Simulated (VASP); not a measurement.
# NbH (I4/mmm) in VASP: further runs

Runs on NbH. Level: PBEsol. Tasks: single point.

Everything below comes from runs of VASP 6.6.1. Logs are shortened: lines on timing, memory, paths and dates and some standing lists are left out, and cuts for length are marked.

**1. The cell of the first run**

Symmetry: I4/mmm, No. 139, tetragonal system. The conventional cell has a = 3.148 Å, b = 3.148 Å, c = 3.888 Å, α = 90.00°, β = 90.00°, γ = 90.00°. Within 2.6 Å of Nb (site symmetry 4/mmm) lie 6 H at 1.94 to 2.23 Å. Within 2.6 Å of H (site symmetry 4/mmm) lie 6 Nb at 1.94 to 2.23 Å.

**2. Single point, PBEsol**

The input, INCAR:

```
SYSTEM = NbH
  PREC = Accurate
  ENCUT = 520
  EDIFF = 1E-7
  ISMEAR = -1
  SIGMA = 0.1
  LREAL = .False.
  LASPH = .True.
  NELM = 60
  ALGO = Normal
  ISIF = 2
  LWAVE = .False.
  LCHARG = .False.
  GGA = PS
  NBANDS = 14
```

The input, KPOINTS:

```
Automatic mesh
0
Gamma
  13 13 13
  0 0 0
```

The input, POSCAR:

```
NbH
1.0
   -1.5741596116      1.5741596116      1.9437936951
    1.5741596116     -1.5741596116      1.9437936951
    1.5741596116      1.5741596116     -1.9437936951
Nb H
1 1
Direct
    0.0000000000      0.0000000000      0.0000000000
    0.5000000000      0.5000000000      0.0000000000
```

Potentials or basis: VASP PAW PBE potentials, release 64 (Nb_sv, H).

Command:

```console
$ cat potpaw_PBE.64/Nb_sv/POTCAR potpaw_PBE.64/H/POTCAR > POTCAR
$ mpirun -np 1 vasp_std > vasp.out
```

OUTCAR:

```text
SYSTEM = NbH
   PREC = Accurate
   ENCUT = 520
   EDIFF = 1E-7
   ISMEAR = -1
   LREAL = .False.
   LASPH = .True.
   NELM = 60
   ISIF = 2
   GGA = PS

 ion  position               nearest neighbor table
   1  0.000  0.000  0.000-   2 1.94   2 1.94
   2  0.500  0.500  0.000-   1 1.94   1 1.94

  LATTYP: Found a body centered tetragonal cell.
 ALAT       =     3.1483192232
 C/A-ratio  =     1.2348135988

  Lattice vectors:

 A1 = (  -1.5741596116,   1.5741596116,   1.9437936951)
 A2 = (   1.5741596116,  -1.5741596116,   1.9437936951)
 A3 = (   1.5741596116,   1.5741596116,  -1.9437936951)

Analysis of symmetry for initial positions (statically):
=====================================================================
 Subroutine PRICEL returns:
 Original cell was already a primitive cell.

 Routine SETGRP: Setting up the symmetry group for a
 body centered tetragonal supercell.

 Subroutine GETGRP returns: Found 16 space group operations
 (whereof 16 operations were pure point group operations)
 out of a pool of 16 trial point group operations.

The static configuration has the point symmetry D_4h.

Analysis of symmetry for dynamics (positions and initial velocities):
=====================================================================
 Subroutine PRICEL returns:
 Original cell was already a primitive cell.

 Routine SETGRP: Setting up the symmetry group for a
 body centered tetragonal supercell.

 Subroutine GETGRP returns: Found 16 space group operations
 (whereof 16 operations were pure point group operations)
 out of a pool of 16 trial point group operations.

The dynamic configuration has the point symmetry D_4h.

 Subroutine INISYM returns: Found 16 space group operations
 (whereof 16 operations are pure point group operations),
 and found     1 'primitive' translations

----------------------------------------------------------------------------------------

                                     Primitive cell

  volume of cell :      19.2667

  direct lattice vectors                    reciprocal lattice vectors
    -1.574159612  1.574159612  1.943793695     0.000000000  0.317629798  0.257228944
     1.574159612 -1.574159612  1.943793695     0.317629798  0.000000000  0.257228944
     1.574159612  1.574159612 -1.943793695     0.317629798  0.317629798  0.000000000

  length of vectors
     2.955383375  2.955383375  2.955383375     0.408724135  0.408724135  0.449196369

  position of ions in fractional coordinates (direct lattice)
     0.000000000  0.000000000  0.000000000
     0.500000000  0.500000000  0.000000000

  ion indices of the primitive-cell ions
   primitive index   ion index
                 1           1
                 2           2

----------------------------------------------------------------------------------------

 KPOINTS: Automatic mesh

Automatic generation of k-mesh.
 Grid dimensions read from file:
 generate k-points for:   13   13   13

 Generating k-lattice:

  Cartesian coordinates                     Fractional coordinates (reciprocal lattice)
     0.000000000  0.024433061  0.019786842     0.076923077 -0.000000000  0.000000000
     0.024433061  0.000000000  0.019786842    -0.000000000  0.076923077  0.000000000
     0.024433061  0.024433061  0.000000000     0.000000000  0.000000000  0.076923077

  Length of vectors
     0.031440318  0.031440318  0.034553567

  Shift w.r.t. Gamma in fractional coordinates (k-lattice)
     0.000000000  0.000000000  0.000000000

 Subroutine IBZKPT returns following result:
 ===========================================

 Found    196 irreducible k-points:

 Following reciprocal coordinates:
            Coordinates               Weight
  0.000000  0.000000  0.000000      1.000000
  0.076923  0.000000  0.000000      8.000000
  0.153846  0.000000  0.000000      8.000000
  0.230769 -0.000000  0.000000      8.000000
  0.307692  0.000000  0.000000      8.000000
  0.384615  0.000000 -0.000000      8.000000
[... 16 lines left out ...]
  0.384615  0.153846  0.000000     16.000000
  0.461538  0.153846  0.000000     16.000000
 [... further k-points ...]
   k-points           NKPTS =    196   k-points in BZ     NKDIM =    196   number of bands    NBANDS=     14
   number of dos      NEDOS =    301   number of ions     NIONS =      2
   total plane-waves  NPLWV =  13824
   dimension x,y,z NGX =    24 NGY =   24 NGZ =   24
   dimension x,y,z NGXF=    48 NGYF=   48 NGZF=   48
   ions per type =               1   1
   NGX,Y,Z   is equivalent  to a cutoff of  13.50, 13.50, 13.50 a.u.
   NGXF,Y,Z  is equivalent  to a cutoff of  27.00, 27.00, 27.00 a.u.
 SYSTEM =  NbH
   PREC   = accura    normal or accurate (medium, high low for compatibility)
   ISTART =      0    job   : 0-new  1-cont  2-samecut
   ICHARG =      2    charge: 1-file 2-atom 10-const
   ISPIN  =      1    spin polarized calculation?
   LNONCOLLINEAR =      F non collinear calculations
   LSORBIT =      F    spin-orbit coupling
   LASPH  =      T    aspherical Exc in radial PAW
   ENCUT  =  520.0 eV  38.22 Ry    6.18 a.u.   5.50  5.50  5.50*2*pi/ulx,y,z
   NELM   =     60;   NELMIN=  2; NELMDL= -5     # of ELM steps
   EDIFF  = 0.1E-06   stopping-criterion for ELM
   LREAL  =      F    real-space projection
   EDIFFG = 0.1E-05   stopping-criterion for IOM
   NSW    =      0    number of steps for IOM
   IBRION =     -1    ionic relax: 0-MD 1-quasi-New 2-CG
   NFREE  =      0    steps in history (QN), initial steepest desc. (CG)
   ISIF   =      2    stress and relaxation
   ISYM   =      2    0-nonsym 1-usesym 2-fastsym
   POTIM  = 0.5000    time-step for ionic-motion
   TEBEG  =    0.0;   TEEND  =   0.0 temperature during run
   PSTRESS=    0.0 pullay stress
   NELECT =      14.0000    total number of electrons
   NUPDOWN=      -1.0000    fix difference up-down
   EMIN   =  10.00;   EMAX   =-10.00  energy-range for DOS
   EFERMI =   0.00;   METHOD = LEGACY
   ISMEAR =    -1;   SIGMA  =   0.10  broadening in eV -4-tet -1-fermi 0-gaus
   EFERMI_NEDOS =   21; number of points for ismear=-14 and -15
   IALGO  =     38    algorithm
   IMIX   =      4    mixing-type and parameters
     AMIX     =   0.40;   BMIX     =  1.00
     AMIX_MAG =   1.60;   BMIX_MAG =  1.00
  volume/ion in A,a.u.               =       9.63        65.01
  Fermi-wavevector in a.u.,A,eV,Ry     =   1.471798  2.781295 29.472805  2.166190
  Thomas-Fermi vector in A             =   2.586890
   LORBIT       =      0    0 simple, 1 ext, 2 COOP (PROOUT), +10 PAW based schemes
   GGA     = PS    functional components
   LHFCALC =     F    Hartree Fock is set to
   AEXX    =    0.0000 exact exchange contribution
   IVDW    =     0    specifies the selected vdW correction
   LEPSILON=     F    determine dielectric tensor
   LRPA    =     F    only Hartree local field effects (RPA)
 non-spin polarized calculation
  energy-cutoff  :      520.00
  volume of cell :       19.27
 maximum number of plane-waves:       534
 NGX is ok and might be reduce to    24
   NGX = 11   NGY = 11   NGZ = 11

 number of electron      14.0000001 magnetization

 Free energy of the ion-electron system (eV)
  ---------------------------------------------------
  ext. energy  EPLUGINS =         0.00000000
  ---------------------------------------------------
  free energy    TOTEN  =       -14.65287833 eV

  energy without entropy =      -14.61985202  energy(sigma->0) =      -14.63636517

 E-fermi :  11.7504     XC(G=0): -12.8367

 val. band max:       11.7421438060   @ k =   0.4615   0.0769   0.0000
 cond. band min:      11.7537373429   @ k =  -0.0769   0.3077   0.0769
 fundamental gap:      0.0115935369
 Fermi energy:        11.7504152006

 k-point     1 :       0.0000    0.0000    0.0000
  band No.  band energies     occupation
      1     -43.2097      2.00000
      2     -18.7379      2.00000
      3     -18.6796      2.00000
      4     -18.6796      2.00000
      5       1.8543      2.00000
      6      10.9819      1.99908
      7      10.9819      1.99908
      8      12.4361      0.00210
      9      12.7473      0.00009
     10      13.7296      0.00000
     11      22.2560      0.00000
     12      23.2073      0.00000
     13      24.2981      0.00000
     14      24.2981      0.00000

 k-point     2 :       0.0769    0.0000    0.0000
  band No.  band energies     occupation
      1     -43.1990      2.00000
      2     -18.7916      2.00000
      3     -18.7040      2.00000
      4     -18.6943      2.00000
      5       2.0547      2.00000
      6      10.9265      1.99947
      7      11.0575      1.99804
      8      12.3773      0.00378
      9      12.7014      0.00015
     10      13.6112      0.00000
     11      21.2976      0.00000
     12      23.6316      0.00000
     13      24.7041      0.00000
     14      25.0933      0.00000

 k-point     3 :       0.1538    0.0000    0.0000
  band No.  band energies     occupation
      1     -43.1691      2.00000
      2     -18.9890      2.00000
      3     -18.7349      2.00000
      4     -18.7194      2.00000
      5       2.6236      2.00000
      6      10.6144      1.99998
      7      11.1096      1.99671
      8      12.3086      0.00750
      9      12.7969      0.00006
     10      13.4744      0.00000
     11      19.8080      0.00000
     12      24.7161      0.00000
     13      25.8395      0.00000
     14      26.5807      0.00000

 k-point     4 :       0.2308   -0.0000    0.0000
  band No.  band energies     occupation
      1     -43.1267      2.00000
      2     -19.2678      2.00000
      3     -18.7915      2.00000
      4     -18.7316      2.00000
      5       3.4735      2.00000
      6       9.9535      2.00000
      7      10.8796      1.99967
      8      12.2780      0.01017
      9      13.3961      0.00000
     10      13.6384      0.00000
     11      18.6123      0.00000
     12      25.8594      0.00000
     13      27.5212      0.00000
     14      28.1037      0.00000

 k-point     5 :       0.3077    0.0000    0.0000
  band No.  band energies     occupation
      1     -43.0813      2.00000
      2     -19.5546      2.00000
      3     -18.8509      2.00000
      4     -18.7433      2.00000
      5       4.4843      2.00000
      6       9.1391      2.00000
      7      10.5157      1.99999
      8      12.1345      0.04203
      9      14.1329      0.00000
     10      14.3858      0.00000
     11      18.0407      0.00000
[... 276 lines left out ...]
 k-point    22 :       0.3077    0.1538    0.0000
  band No.  band energies     occupation
      1     -43.0326      2.00000
      2     -19.7077      2.00000
      3     -19.0326      2.00000
      4     -18.7891      2.00000
      5       5.5294      2.00000
      6       8.6755      2.00000
      7      10.0606      2.00000
      8      12.0606      0.08607
      9      13.9815      0.00000
     10      15.9270      0.00000
     11      18.9882      0.00000
     12      23.9508      0.00000
     13      26.3822      0.00000
     14      28.7663      0.00000

 k-point    23 :       0.3846    0.1538    0.0000
  band No.  band energies     occupation
      1     -43.0102      2.00000
      2     -19.8148      2.00000
      3     -19.0680      2.00000
      4     -18.8151      2.00000
      5       6.0840      2.00000
      6       7.9768      2.00000
      7      10.1824      2.00000
      8      11.9649      0.20957
      9      14.7295      0.00000
     10      16.3673      0.00000
     11      19.7253      0.00000
     12      21.9923      0.00000
     13      26.0683      0.00000
     14      29.2337      0.00000

 k-point    24 :       0.4615    0.1538    0.0000
  band No.  band energies     occupation
      1     -43.0065      2.00000
      2     -19.8291      2.00000
      3     -19.0605      2.00000
      4     -18.8356      2.00000
      5       5.9994      2.00000
      6       7.8321      2.00000
      7      10.2802      2.00000
      8      12.0840      0.06869
      9      15.2725      0.00000
     10      16.2592      0.00000
     11      20.4123      0.00000
     12      20.7258      0.00000
     13      26.6088      0.00000
     14      28.3070      0.00000

 [... further k-points ...]
[... 5 lines left out ...]
  --------------------------------------------------------------------------------------
  -------------------------------------------------------------------------------------
  Total        0.4625832      0.4625832      0.5826090      0.0000000      0.0000000      0.0000000
  in kB       38.4673940     38.4673940     48.4484691      0.0000000      0.0000000      0.0000000
  external PRESSURE =      41.7944190 kB  Pullay stress =       0.0000000 kB

 VOLUME and BASIS-vectors are now :
 -----------------------------------------------------------------------------
  energy-cutoff  :      520.00
  volume of cell :       19.27
      direct lattice vectors                 reciprocal lattice vectors
    -1.574159612  1.574159612  1.943793695     0.000000000  0.317629798  0.257228944
     1.574159612 -1.574159612  1.943793695     0.317629798  0.000000000  0.257228944
     1.574159612  1.574159612 -1.943793695     0.317629798  0.317629798  0.000000000

 POSITION                                       TOTAL-FORCE (eV/Angst)
 -----------------------------------------------------------------------------------
      0.00000      0.00000      0.00000        -0.000000      0.000000      0.000000
      0.00000      0.00000      1.94379         0.000000      0.000000     -0.000000
 -----------------------------------------------------------------------------------
    total drift:                               -0.000000      0.000000      0.000000

  FREE ENERGIE OF THE ION-ELECTRON SYSTEM (eV)
  ---------------------------------------------------
  free  energy   TOTEN  =       -14.6528783267 eV

  energy  without entropy=      -14.6198520161  energy(sigma->0) =      -14.63636517
```

Wall time 54 s (1 thread of AMD EPYC 7R13 (Zen 3), shared host); peak memory 0.15 GiB.

Results:

| Quantity | Value |
| --- | --- |
| Free energy | -14.6529 eV |
| Pressure | 4.2 GPa |
| Band gap on the k mesh | zero (band 7 reaches 15.52 eV, above the bottom of band 8 at 11.21 eV) |

Levels at points of the mesh, in eV from the Fermi level:
| k point | band 5 | band 6 | band 7 | band 8 | band 9 | band 10 |
| --- | --- | --- | --- | --- | --- | --- |
| (0.00, 0.00, 0.00) | -9.90 | -0.77 | -0.77 | 0.69 | 1.00 | 1.98 |

Caveat: the PAW data sets were made with another functional, which shifts forces and pressure a little.

**3. Single point, PBEsol**

This run uses another cell than the first one, of 9.84 Å³/atom, 1.021 times its volume.

The input, INCAR:

```
SYSTEM = NbH
PREC = Accurate ; ENCUT = 520
EDIFF = 1E-6 ; ISMEAR = -1
SIGMA = 0.1 ; LREAL = .False.
LASPH = .True. ; NELM = 60
ALGO = Normal ; ISIF = 2
LWAVE = .False. ; LCHARG = .True.
GGA = PS ; LELF = .True.
LVHAR = .True. ; NBANDS = 14
```

KPOINTS is that of step 2.

The input, POSCAR:

```
NbH
1.0
   -1.5852456079      1.5852456079      1.9574828341
    1.5852456079     -1.5852456079      1.9574828341
    1.5852456079      1.5852456079     -1.9574828341
Nb H
1 1
Direct
    0.0000000000      0.0000000000      0.0000000000
    0.5000000000      0.5000000000      0.0000000000
```

Potentials or basis: VASP PAW PBE potentials, release 64 (Nb_sv, H).

Command:

```console
$ cat potpaw_PBE.64/Nb_sv/POTCAR potpaw_PBE.64/H/POTCAR > POTCAR
$ mpirun -np 1 vasp_std > vasp.out
```

Run time: 47 s. Hardware: 1 thread of AMD EPYC 7R13 (Zen 3), shared host; peak memory 0.15 GiB.

Results (log left out):

```yaml
Free_energy: -14.6583 eV
Pressure: -0.3 GPa
Band_gap_on_the_k_mesh: zero (band 7 reaches 15.09 eV, above the bottom of band 8 at 10.93 eV)
```

Stress tensor (GPa, compression positive):
```
-0.51  0.00  0.00
 0.00 -0.51  0.00
 0.00  0.00  0.17
```

Levels at points of the mesh, in eV from the Fermi level:
```tsv
k point	band 3	band 4	band 5	band 6	band 7	band 8	band 9	band 10	band 11	band 12
(0.00, 0.00, 0.00)	-30.49	-30.49	-9.79	-0.74	-0.74	0.68	0.97	1.93	10.31	11.43
```

Caveat: the PAW data sets were made with another functional, which shifts forces and pressure a little.

[end of part 1 of 2]
